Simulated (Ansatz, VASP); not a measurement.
# As: VASP beside Ansatz

```xyz
2
Lattice="1.8554 1.0712 3.4666 -1.8554 1.0712 3.4666 0.0000 -2.1424 3.4666" Properties=species:S:1:pos:R:3 pbc="T T T"
As    0.0000    0.0000    2.3503
As    0.0000    0.0000    8.0494
```

Change from the starting cell: volume scaled by 0.96.

Alike in both runs: task single point; functional PBEsol; k mesh 9 × 9 × 9; occupations fermi-dirac, width 0.1 eV; no spin polarisation.

```csv
,VASP,Ansatz
version,VASP 6.6.1,Ansatz 0.2.0
potentials or method,"VASP PAW PBE potentials, release 64 (As), cutoff 520 eV","all-electron LAPW, inner shells corrected to Dirac's equation"
```

Ansatz gave:

* gap on the k mesh at the Fermi level (eV): none
* pressure (GPa): 3.7
* traceless stress, the component that is largest in VASP (GPa): -1.30
* rms of the force components (eV/Å): 0.383

Task: Estimate VASP's values.

Result: gap on the k mesh at the Fermi level (eV): none; pressure (GPa): 4.3; traceless stress, the component that is largest in VASP (GPa): -1.45; rms of the force components (eV/Å): 0.432.

VASP's potentials were made for PBE, not for PBEsol. Atom by atom the forces differ by 0.049 eV/Å (rms over components). A gap of «none» marks a metal or a gap that the smearing closes. Ansatz ran all-electron here, and VASP with PAW potentials.
